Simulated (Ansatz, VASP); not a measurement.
## Mg: VASP beside Ansatz

File INCAR:

```
SYSTEM = Mg
  ALGO = Normal
  EDIFF = 1E-6
  ENCUT = 520
  GGA = PS
  ISIF = 2
  ISMEAR = -1
  LASPH = .TRUE.
  LCHARG = .TRUE.
  LELF = .TRUE.
  LREAL = .FALSE.
  LVHAR = .TRUE.
  LWAVE = .FALSE.
  NBANDS = 7
  NELM = 80
  PREC = Accurate
  SIGMA = 0.1
```

File KPOINTS:

```
k-points
0
G
  13 13 13
  0 0 0
```

POSCAR

```
Mg
1.0
    2.5971387718      0.0000000000      0.0000000000
    0.0000000000      2.5971387718      0.0000000000
    0.0000000000      0.0000000000      2.5971387718
Mg
1
Direct
    0.0000000000      0.0000000000      0.0000000000
```

Input for Ansatz:

```yaml
crystal:
  lattice:
    - [2.5971387718, 0.0, 0.0]
    - [0.0, 2.5971387718, 0.0]
    - [0.0, 0.0, 2.5971387718]
  atoms:
    - { symbol: Mg, position: [0.0, 0.0, 0.0] }
kpoints:
  mp_grid: { grid: [13, 13, 13] }
scf:
  occupations: { method: fermi_dirac, width: 0.1 }
hamiltonian:
  xc: pbesol
  pseudopotentials: { kind: all_electron, lapw: { basis_error: 0.001 } }
output:
  forces: true
  stress: true
  eigenvalues: true
  populations: true
```

Change from the starting cell: volume scaled by 0.65, LAPW.

Alike in both runs: task single point; functional PBEsol; k mesh 13 × 13 × 13; occupations fermi-dirac, width 0.1 eV; no spin polarisation.

```csv
,VASP,Ansatz
version,VASP 6.6.1,Ansatz 0.2.0
potentials or method,"VASP PAW PBE potentials, release 64 (Mg), cutoff 520 eV","all-electron LAPW, scalar-relativistic"
```

```tsv
	VASP	Ansatz	Ansatz less VASP
pressure (GPa)	23.5	23.2	-0.31
```

VASP's potentials were made for PBE, not for PBEsol. Ansatz ran all-electron here, and VASP with PAW potentials.
